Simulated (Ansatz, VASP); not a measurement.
## One calculation of CdSe, two programs

The input INCAR:

```
SYSTEM = CdSe
ALGO = Normal ; EDIFF = 1E-6
ENCUT = 520 ; GGA = CA
ISIF = 2 ; ISMEAR = 0
LASPH = .TRUE. ; LCHARG = .FALSE.
LREAL = .FALSE. ; LWAVE = .FALSE.
NBANDS = 16 ; NELM = 80
PREC = Accurate ; SIGMA = 0.05
```

KPOINTS

```
k-points
0
G
  6 6 6
  0 0 0
```

Contents of POSCAR:

```
CdSe
1.0
    0.0000000000      3.1726133667      2.8753838710
    3.1726133667      0.0000000000      2.8753838710
    3.1726133667      3.1726133667      0.0000000000
Cd Se
1 1
Direct
    0.0000000000      0.0000000000      0.0000000000
    0.7500000000      0.7500000000      0.7500000000
```

Input for Ansatz:

```yaml
crystal:
  lattice:
    - [0.0, 3.1726133666666665, 2.8753838709677426]
    - [3.1726133666666665, 0.0, 2.8753838709677426]
    - [3.1726133666666665, 3.1726133666666665, 0.0]
  atoms:
    - { symbol: Cd, position: [0.0, 0.0, 0.0] }
    - { symbol: Se, position: [0.75, 0.75, 0.75] }
basis:
  ecutwfc: 520.0
kpoints:
  mp_grid:
    grid: [6, 6, 6]
hamiltonian:
  xc: lda
scf:
  occupations:
    method: gaussian
    width: 0.05
output:
  stress: true
```

Alike in both runs: task single point; functional LDA; k mesh 6 × 6 × 6; occupations gaussian, width 0.05 eV; no spin polarisation.

```csv
,VASP,Ansatz
version,VASP 6.6.1,Ansatz 0.2.0
potentials or method,"VASP PAW LDA potentials, release 64 (Cd, Se), cutoff 520 eV","plane waves, PAW"
valence electrons in the cell,18,36
```

|  | VASP | Ansatz | Ansatz less VASP |
| --- | --- | --- | --- |
| pressure (GPa) | -3.1 | -3.4 | -0.36 |
| traceless stress, the component that is largest in VASP (GPa) | 1.21 | 1.23 | +0.027 |

LDA's correlation is that of Perdew and Zunger in VASP and of Perdew and Wang (1992) in Ansatz. VASP's potentials hold 18 valence electrons a cell and Ansatz's 36, so a difference there can come from the potentials and not from the codes.
